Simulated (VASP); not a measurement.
Set up this calculation in VASP 6.6.1, as the native input.

```
Task                   : single point
Functional             : PBE
Potentials or basis    : VASP PAW PBE potentials, release 64 (Cr_pv, O)
Cutoff                 : 520 eV
k mesh                 : 6 × 6 × 10
Occupations            : gaussian, width 0.05 eV
Spin                   : collinear spin, antiferromagnetic start
Starting moments       : [2.0, -2.0, 0.0, 0.0, 0.0, 0.0] μB
Dipole correction      : no
Further INCAR settings : ALGO = Normal; EDIFF = 1e-06; NBANDS = 37
```

The structure of CrO2 lies in POSCAR:

```
CrO2
1.0
    4.4439090576      0.0000000000      0.0000000000
    0.0000000000      4.4439090576      0.0000000000
    0.0000000000      0.0000000000      2.9217460561
Cr O
2 4
Direct
    0.0000000000      0.0000000000      0.0000000000
    0.5000000000      0.5000000000      0.5000000000
    0.3036626104      0.3036626104      0.0000000000
    0.1963373896      0.8036626104      0.5000000000
    0.6963373896      0.6963373896      0.0000000000
    0.8036626104      0.1963373896      0.5000000000
```

The input as run:

INCAR

```
SYSTEM = CrO2
ALGO = Normal
EDIFF = 1E-6
ENCUT = 520
GGA = PE
ISIF = 2
ISMEAR = 0
ISPIN = 2
LASPH = .TRUE.
LCHARG = .TRUE.
LELF = .TRUE.
LMAXMIX = 4
LORBIT = 11
LREAL = .FALSE.
LVHAR = .TRUE.
LWAVE = .FALSE.
MAGMOM = 2 -2 0 0 0 0
NBANDS = 37
NELM = 150
PREC = Accurate
SIGMA = 0.05
```

KPOINTS

```
k-points
0
G
  6 6 10
  0 0 0
```

Potentials or basis: VASP PAW PBE potentials, release 64 (Cr_pv, O).

Command:

```console
$ cat potpaw_PBE.64/Cr_pv/POTCAR potpaw_PBE.64/O/POTCAR > POTCAR
$ mpirun -np 1 vasp_std > vasp.out
```

It gave:

```json
{"Pressure": "-0.4 GPa", "Largest force": "0.153 eV/Å", "Band gap on the k mesh": "zero (filled and empty bands overlap)", "Net moment": "0.00 μB per cell", "Site moments": "Cr +1.81, -1.81; O +0.03, -0.03 (each value once) μB", "Valence electrons inside the program's atomic spheres": "Cr 10.84; O 5.03"}
```

Caveat: semilocal functionals often make such compounds metallic where correlation or magnetic order opens a gap, which also shifts bond lengths.

It took 2.7 min on 1 thread of Intel(R) Xeon(R) Platinum 8559C (Emerald Rapids) (shared host), peak memory 0.31 GiB.
